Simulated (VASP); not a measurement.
**MgO (rocksalt type): single point with LDA**

MgO (rocksalt type):

```
CELL_PARAMETERS angstrom
0.00000 1.93055 1.93055
1.93055 0.00000 1.93055
1.93055 1.93055 0.00000
ATOMIC_POSITIONS crystal
Mg 0.00000 0.00000 0.00000
O 0.50000 0.50000 0.50000
```

This cell differs from its parent crystal: volume scaled by 0.8.

* Program: VASP 6.6.1
* Task: single point
* Functional: LDA
* Potentials or basis: VASP PAW LDA potentials, release 64 (Mg, O)
* Cutoff: 600 eV
* k mesh: 15 × 15 × 15
* Occupations: fermi-dirac, width 0.05 eV
* Spin: no spin polarisation
* Dipole correction: no
* Further INCAR settings: ALGO = Normal; EDIFF = 1e-06; NBANDS = 11

```
Pressure               : 59.1 GPa
Band gap on the k mesh : 7.66 eV, direct
```

Levels at points of the mesh, in eV from the valence-band top:
```
           k point  band 1  band 2  band 3  band 4  band 5  band 6  band 7  band 8
(0.00, 0.00, 0.00)  -18.59    0.00    0.00    0.00    7.66   16.91   16.91   16.91
```

Wall time 24 s on 1 thread of Intel(R) Xeon(R) Platinum 8259CL CPU @ 2.50GHz (Skylake/Cascade Lake), with other jobs on the host, peak memory 0.14 GiB.

 A k mesh can miss the band edges.
